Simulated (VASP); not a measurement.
Here is a VASP 6.6.1 calculation.

INCAR

```
SYSTEM = CoSi2
PREC     = Accurate       ! precision mode
ENCUT    = 520            ! plane-wave cutoff, eV
EDIFF    = 1E-6           ! SCF threshold, eV
ISMEAR   = 0              ! smearing method
SIGMA    = 0.1            ! smearing width, eV
LREAL    = .FALSE.        ! projectors in reciprocal space
LASPH    = .TRUE.         ! aspherical terms in the spheres
NELM     = 80             ! most SCF steps
ALGO     = Normal         ! electronic algorithm
ISIF     = 2              ! what is computed and relaxed
LWAVE    = .FALSE.        ! write WAVECAR
LCHARG   = .FALSE.        ! write CHGCAR
GGA      = PE             ! functional
NBANDS   = 26             ! bands
```

KPOINTS

```
Automatic mesh
0
G
  10 10 8
  0 0 0
```

File POSCAR:

```
CoSi2
1.0
    2.6598395174      2.6598395174      0.0000000000
   -2.6598395174      2.6598395174      0.0000000000
    0.0000000000      0.0000000000      5.5206744644
Co Si
2 4
Direct
    0.0000000000      0.0000000000      0.0000000000
    0.5000000000      0.5000000000      0.5000000000
    0.0000000000      0.5000000000      0.7500000000
    0.5000000000      0.0000000000      0.7500000000
    0.5000000000      0.0000000000      0.2500000000
    0.0000000000      0.5000000000      0.2500000000
```

Potentials or basis: VASP PAW PBE potentials, release 64 (Co, Si).

Command:

```console
$ cat potpaw_PBE.64/Co/POTCAR potpaw_PBE.64/Si/POTCAR > POTCAR
$ mpirun -np 1 vasp_std > vasp.out
```

What does it give for the band gap on the k mesh?

Zero (band 17 reaches 11.66 eV, above the bottom of band 18 at 8.57 eV).

Predict the pressure.

-2.5 GPa.

Stress tensor (GPa, compression positive):
```
-1.51  0.00  0.00
 0.00 -1.51  0.00
 0.00  0.00 -4.62
```

Caveat: the cell differs from its parent crystal (uniaxial strain along c: +3.0 %). Spin polarisation is off, so any magnetic state and its effect on volume and gap are missing.
